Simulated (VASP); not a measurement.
# InGaAs2 (P-4m2) in VASP: a series of runs, part 2 of 2

VASP 6.6.1.

### 4 Single point, PBEsol (uniaxial strain along c: +3.0 %, then relaxed in part)

The input, INCAR:

```
PREC = Accurate
ENCUT = 520
EDIFF = 1E-7
ISMEAR = 0
SIGMA = 0.1
LREAL = F
LASPH = T
NELM = 100
ALGO = Normal
ISIF = 2
LWAVE = F
LCHARG = T
GGA = PS
LELF = T
LVHAR = T
NBANDS = 26
```

The input, KPOINTS:

```
regular mesh
0
Gamma
  12 12 10
```

The input, POSCAR:

```
InGaAs2
1.0
    4.1023041752      0.0000000000      0.0000000000
    0.0000000000      4.1023041752      0.0000000000
    0.0000000000      0.0000000000      6.0811177704
In Ga As
1 1 2
Direct
    0.0000000000      0.0000000000      0.5000000000
    0.5000000000      0.5000000000      0.0000000000
    0.5000000000      0.0000000000      0.7694912975
    0.0000000000      0.5000000000      0.2305087025
```

Potentials or basis: VASP PAW PBE potentials, release 64 (In_d, Ga_d, As).

Launch:

```console
$ cat potpaw_PBE.64/In_d/POTCAR potpaw_PBE.64/Ga_d/POTCAR potpaw_PBE.64/As/POTCAR > POTCAR
$ mpirun -np 1 vasp_std > vasp.out
```

OUTCAR:

```text
PREC = Accurate
   ENCUT = 520
   EDIFF = 1E-7
   ISMEAR = 0
   LREAL = F
   LASPH = T
   NELM = 100
   ISIF = 2
   GGA = PS

 ion  position               nearest neighbor table
   1  0.000  0.000  0.500-   3 2.63   4 2.63   4 2.63   3 2.63
   2  0.500  0.500  0.000-   3 2.48   4 2.48   3 2.48   4 2.48
   3  0.500  0.000  0.769-   2 2.48   2 2.48   1 2.63   1 2.63
   4  0.000  0.500  0.231-   2 2.48   2 2.48   1 2.63   1 2.63

  LATTYP: Found a simple tetragonal cell.
 ALAT       =     4.1023041752
[... 887 lines left out ...]
     25      12.0576      0.00000
     26      12.3232      0.00000

 [... further k-points ...]
[... 5 lines left out ...]
  --------------------------------------------------------------------------------------
  -------------------------------------------------------------------------------------
  Total        0.0755887      0.0755887     -1.1510221      0.0000000      0.0000000      0.0000000
  in kB        1.1833919      1.1833919    -18.0200139      0.0000000      0.0000000      0.0000000
  external PRESSURE =      -5.2177434 kB  Pullay stress =       0.0000000 kB

 VOLUME and BASIS-vectors are now :
 -----------------------------------------------------------------------------
  energy-cutoff  :      520.00
  volume of cell :      102.34
      direct lattice vectors                 reciprocal lattice vectors
     4.102304175  0.000000000  0.000000000     0.243765444  0.000000000  0.000000000
     0.000000000  4.102304175  0.000000000     0.000000000  0.243765444  0.000000000
     0.000000000  0.000000000  6.081117770     0.000000000  0.000000000  0.164443452

 POSITION                                       TOTAL-FORCE (eV/Angst)
 -----------------------------------------------------------------------------------
      0.00000      0.00000      3.04056         0.000000      0.000000      0.000000
      2.05115      2.05115      0.00000         0.000000     -0.000000      0.000000
      2.05115      0.00000      4.67937         0.000000      0.000000     -0.005548
      0.00000      2.05115      1.40175         0.000000      0.000000      0.005548
 -----------------------------------------------------------------------------------
    total drift:                                0.000000     -0.000000     -0.000000

  FREE ENERGIE OF THE ION-ELECTRON SYSTEM (eV)
  ---------------------------------------------------
  free  energy   TOTEN  =       -17.4872349487 eV

  energy  without entropy=      -17.4870640427  energy(sigma->0) =      -17.48714950
```

OSZICAR:

```text
N       E                     dE             d eps       ncg     rms          rms(c)
DAV:   1     0.272763296989E+03    0.27276E+03   -0.16816E+04  8772   0.172E+03
DAV:   2     0.135947163801E+02   -0.25917E+03   -0.25022E+03  9278   0.406E+02
DAV:   3    -0.168650063224E+02   -0.30460E+02   -0.30008E+02 11006   0.133E+02
DAV:   4    -0.179424771043E+02   -0.10775E+01   -0.10747E+01 10216   0.262E+01
DAV:   5    -0.179761599042E+02   -0.33683E-01   -0.33669E-01 12526   0.457E+00    0.540E+00
DAV:   6    -0.175456737665E+02    0.43049E+00   -0.68810E-01 12176   0.126E+01    0.296E+00
DAV:   7    -0.174907204921E+02    0.54953E-01   -0.30581E-01 13430   0.384E+00    0.794E-01
DAV:   8    -0.174869517489E+02    0.37687E-02   -0.38384E-02 10732   0.232E+00    0.348E-01
DAV:   9    -0.174870902403E+02   -0.13849E-03   -0.42236E-03 12044   0.926E-01    0.159E-01
DAV:  10    -0.174871964785E+02   -0.10624E-03   -0.45534E-04  9986   0.157E-01    0.856E-02
DAV:  11    -0.174872358098E+02   -0.39331E-04   -0.17246E-04  9904   0.153E-01    0.530E-02
DAV:  12    -0.174872348338E+02    0.97605E-06   -0.30002E-05  9350   0.494E-02    0.112E-02
DAV:  13    -0.174872350379E+02   -0.20412E-06   -0.52045E-06 12508   0.122E-02    0.472E-03
DAV:  14    -0.174872349487E+02    0.89181E-07   -0.74285E-07  8136   0.566E-03
   1 F= -.17487235E+02 E0= -.17487149E+02  d E =-.170906E-03
```

stdout:

```text
POSCAR found type information on POSCAR InGaAs
 POSCAR found :  3 types and       4 ions
 scaLAPACK will be used
 -----------------------------------------------------------------------------
|                                                                             |
|                                                                             |
|     You enforced a specific xc type in the INCAR file but a different       |
|     I HOPE YOU KNOW WHAT YOU ARE DOING!                                     |
|                                                                             |
 -----------------------------------------------------------------------------

 LDA part: xc-table for (Slater+PW92), standard interpolation
 POSCAR, INCAR and KPOINTS ok, starting setup
 FFT: planning ... GRIDC
 FFT: planning ... GRID_SOFT
 FFT: planning ... GRID
 WAVECAR not read
 entering main loop
```

It took 6.4 min on 1 thread of AMD EPYC 7R13 (Zen 3), shared host; peak memory 0.53 GiB.

Results:

| Item | Value |
| --- | --- |
| Free energy | -17.4872 eV |
| Pressure | -0.5 GPa |
| Largest force | 0.006 eV/Å |
| Band gap on the k mesh | zero (filled and empty bands touch) |

Forces on the atoms (eV/Å):
```
In   0.000  0.000  0.000
Ga   0.000  0.000  0.000
As   0.000  0.000 -0.006
As   0.000  0.000  0.006
```

Caveat: the cell differs from its parent crystal (uniaxial strain along c: +3.0 %, then relaxed in part); semilocal functionals underestimate gaps, and a narrow one can read as zero; the PAW data sets were made with another functional, which shifts forces and pressure a little; spin-orbit coupling is left out, which moves the levels of the heavy elements.

### 5 Summary

```csv
cell,gap on the mesh (eV),pressure (GPa),largest force (eV/Å)
"a = 4.115, b = 4.115, c = 6.022 Å, 4 atoms",none,-0.3,-
"a = 4.123, b = 4.123, c = 6.022 Å, 4 atoms",none,-0.5,0.01
"a = 4.102, b = 4.102, c = 6.081 Å, 4 atoms",none,-0.5,0.01
```

Alike in all rows: task single point; level PBEsol; potentials or basis VASP PAW PBE potentials, release 64 (In_d, Ga_d, As); no spin polarisation; k mesh 12 × 12 × 10; cutoff (eV) 520; smearing gaussian 0.1 eV.

Caveats: semilocal functionals underestimate gaps, and a narrow one can read as zero; the PAW data sets were made with another functional, which shifts forces and pressure a little; spin-orbit coupling is left out, which moves the levels of the heavy elements.

Absolute energies hang on the potentials; compare differences alone.
